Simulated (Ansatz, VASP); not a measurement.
# Pt: VASP beside Ansatz

The input INCAR:

```
SYSTEM = Pt
PREC = Accurate
ENCUT = 500
EDIFF = 1E-6
ISMEAR = 0
SIGMA = 0.1
LREAL = .False.
LASPH = .True.
NELM = 120
ALGO = Normal
ISIF = 2
LWAVE = .False.
LCHARG = .False.
GGA = PE
NBANDS = 11
GGA_COMPAT = .False.
```

The input KPOINTS:

```
Automatic mesh
0
Gamma
  8 8 8
  0 0 0
```

POSCAR

```
Pt
1.0
    0.0000000000      1.9810970740      1.9810970740
    1.9810970740      0.0000000000      1.9810970740
    1.9810970740      1.9810970740      0.0000000000
Pt
1
Direct
    0.0000000000      0.0000000000      0.0000000000
```

Input for Ansatz:

```yaml
crystal:
  lattice:
    - [0.0, 1.9810970743, 1.9810970743]
    - [1.9810970743, 0.0, 1.9810970743]
    - [1.9810970743, 1.9810970743, 0.0]
  atoms:
    - { symbol: Pt, position: [0.0, 0.0, 0.0] }
basis:
  ecutwfc: 420
kpoints:
  mp_grid: { grid: [8, 8, 8] }
hamiltonian:
  xc: pbe
scf:
  occupations: { method: gaussian, width: 0.1 }
output:
  forces: true
  stress: true
  eigenvalues: true
```

Alike in both runs: task single point; functional PBE; k mesh 8 × 8 × 8; occupations gaussian, width 0.1 eV; no spin polarisation.

```csv
,VASP,Ansatz
version,VASP 6.6.1,Ansatz 0.2.0
potentials or method,"VASP PAW PBE potentials, release 64 (Pt), cutoff 500 eV","scalar-relativistic, plane waves, PAW"
valence electrons in the cell,10,18
```

```csv
,VASP,Ansatz,Ansatz less VASP
gap on the k mesh at the Fermi level (eV),none,none,-
pressure (GPa),0.4,0.9,+0.52
```

A gap of «none» marks a metal or a gap that the smearing closes. VASP's potentials hold 10 valence electrons a cell and Ansatz's 18, so a difference there can come from the potentials and not from the codes.

Spin-orbit coupling is off throughout.
